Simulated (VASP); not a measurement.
## LaAgS2: single point with PBE

LaAgS2:

```xyz
4
Lattice="4.2465 0.0000 0.0000 0.0000 4.2465 0.0000 0.0000 0.0000 5.6049" Properties=species:S:1:pos:R:3 pbc="T T T"
Ag    0.0000    0.0000    0.0000
S     0.0000    0.0000    2.8024
S     2.1232    2.1232    0.0000
La    2.1232    2.1232    2.8024
```

This cell differs from its parent crystal: biaxial xy strain +2.8%.

| Quantity | Value |
| --- | --- |
| Program | VASP 6.6.1 |
| Task | single point |
| Functional | PBE |
| Potentials or basis | VASP PAW PBE potentials, release 64 (Ag_sv_GW, S, La) |
| Cutoff | 630 eV |
| k mesh | 6 × 6 × 6 |
| Occupations | fermi-dirac, width 0.02 eV |
| Spin | no spin polarisation |

```
Pressure               : -2.8 GPa
Band gap on the k mesh : zero (bands 21 and 22 overlap by 0.08 eV)
```

Stress tensor (GPa, compression positive):
```
-3.24  0.00  0.00
 0.00 -3.24  0.00
 0.00  0.00 -1.87
```

Levels at points of the mesh, in eV from the Fermi level:
```tsv
k point	band 18	band 19	band 20	band 21	band 22	band 23	band 24	band 25
(0.00, 0.00, 0.00)	-2.43	-1.46	-1.46	-1.30	0.02	0.64	2.05	2.21
(0.50, 0.00, 0.00)	-2.95	-2.28	-1.17	-0.19	1.86	2.09	2.14	2.15
(0.50, 0.50, 0.00)	-2.82	-2.07	-2.07	-1.29	1.16	1.36	1.36	2.04
(0.00, 0.00, 0.50)	-1.95	-1.95	-1.88	-1.88	0.00	2.04	2.20	2.20
(0.50, 0.00, 0.50)	-2.59	-2.39	-0.42	0.08	1.76	1.85	1.99	2.05
(0.50, 0.50, 0.50)	-2.81	-2.10	-2.10	-1.86	2.05	2.05	2.18	2.18
```

Wall time 4.9 min on 1 thread of Intel(R) Xeon(R) Platinum 8375C CPU @ 2.90GHz (Ice Lake), with other jobs on the host, peak memory 0.39 GiB.

Caveat: the cell differs from its parent crystal (biaxial xy strain +2.8%); semilocal functionals underestimate gaps, and a narrow one can read as zero; spin-orbit coupling is left out, which moves the levels of the heavy elements.
